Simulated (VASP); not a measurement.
# MgH: single point with revPBE

MgH:

```
CELL_PARAMETERS angstrom
3.35809 0.00000 0.00000
0.00000 3.35809 0.00000
0.00000 0.00000 4.51890
ATOMIC_POSITIONS crystal
Mg 0.00000 0.50000 0.00000
Mg 0.50000 0.00000 0.50000
H 0.50000 0.50000 0.25000
H 0.50000 0.50000 0.75000
```

```yaml
Program: VASP 6.6.1
Task: single point
Functional: revPBE
Potentials_or_basis: VASP PAW PBE potentials, release 64 (Mg, H)
Cutoff: 600 eV
k_mesh: 14 × 14 × 10
Occupations: gaussian, width 0.1 eV
Spin: no spin polarisation
```

* Pressure: 0.9 GPa
* Band gap on the k mesh: zero (bands 3 and 4 overlap by 4.30 eV)

Levels at points of the mesh, in eV from the Fermi level:
| k point | band 1 | band 2 | band 3 | band 4 | band 5 | band 6 | band 7 | band 8 |
| --- | --- | --- | --- | --- | --- | --- | --- | --- |
| (0.00, 0.00, 0.00) | -9.16 | -4.12 | 0.47 | 1.12 | 5.05 | 5.05 | 7.04 | 8.08 |
| (0.50, 0.00, 0.00) | -7.46 | -3.67 | -3.12 | 2.63 | 3.22 | 4.21 | 6.56 | 7.49 |
| (0.50, 0.50, 0.00) | -6.25 | -2.44 | -0.68 | -0.20 | -0.20 | 5.16 | 5.69 | 5.69 |
| (0.00, 0.00, 0.50) | -7.47 | -7.47 | 2.54 | 2.54 | 6.59 | 6.59 | 6.63 | 6.63 |
| (0.50, 0.00, 0.50) | -5.94 | -5.89 | -2.02 | -1.76 | 7.01 | 8.17 | 8.91 | 9.24 |
| (0.50, 0.50, 0.50) | -4.84 | -4.84 | 1.00 | 1.00 | 1.17 | 1.17 | 2.14 | 2.14 |

Wall time 2.3 min on 1 thread of Intel Xeon 8259CL (shared host), peak memory 0.29 GiB.

Caveat: the PAW data sets were made with another functional, which shifts forces and pressure a little.
